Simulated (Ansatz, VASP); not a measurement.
## Ce in VASP and in Ansatz

Contents of POSCAR:

```
Ce
1.0
    0.0000000000      2.3466387435      2.3466387435
    2.3466387435      0.0000000000      2.3466387435
    2.3466387435      2.3466387435      0.0000000000
Ce
1
Direct
    0.0000000000      0.0000000000      0.0000000000
```

File INCAR.step1:

```
SYSTEM = Ce
  PREC = Accurate
  ENCUT = 520
  ISMEAR = 0
  SIGMA = 0.05
  LREAL = .False.
  LASPH = .True.
  NELM = 100
  NBANDS = 12
  GGA = PE
  ALGO = Normal
  EDIFF = 1E-4
  LWAVE = .True.
  LCHARG = .False.
```

File INCAR.step2:

```
SYSTEM = Ce
  PREC = Accurate
  ENCUT = 520
  EDIFF = 1E-7
  ISMEAR = 0
  SIGMA = 0.05
  LREAL = .False.
  LASPH = .True.
  NELM = 100
  ALGO = Normal
  ISIF = 2
  LWAVE = .False.
  LCHARG = .False.
  METAGGA = R2SCAN
  LMIXTAU = .True.
  NBANDS = 12
  ISTART = 1
```

File KPOINTS:

```
regular mesh
0
Gamma
  16 16 16
  0 0 0
```

Input for Ansatz:

```yaml
crystal:
  lattice:
    - [0.0, 2.3466387435, 2.3466387435]
    - [2.3466387435, 0.0, 2.3466387435]
    - [2.3466387435, 2.3466387435, 0.0]
  atoms:
    - { symbol: Ce, position: [0.0, 0.0, 0.0] }
basis:
  ecutwfc: 500
  ecutrho_ratio: 4
kpoints:
  mp_grid: { grid: [16, 16, 16] }
hamiltonian:
  xc: r2scan
scf:
  occupations: { method: gaussian, width: 0.05 }
output:
  forces: true
  stress: true
  eigenvalues: true
```

Alike in both runs: task single point; functional r2SCAN; k mesh 16 × 16 × 16; occupations gaussian, width 0.05 eV; no spin polarisation.

```csv
,VASP,Ansatz
version,VASP 6.6.1,Ansatz 0.2.0
potentials or method,"VASP PAW PBE potentials, release 64 (Ce), cutoff 520 eV","scalar-relativistic, plane waves, PAW"
valence electrons in the cell,12,12
```

|  | VASP | Ansatz | Ansatz less VASP |
| --- | --- | --- | --- |
| gap on the k mesh at the Fermi level (eV) | none | none | - |
| pressure (GPa) | -1.1 | -0.8 | +0.26 |

VASP's potentials were made for PBE, not for r2SCAN. A gap of «none» marks a metal or a gap that the smearing closes.

Neither program's run includes spin-orbit coupling.
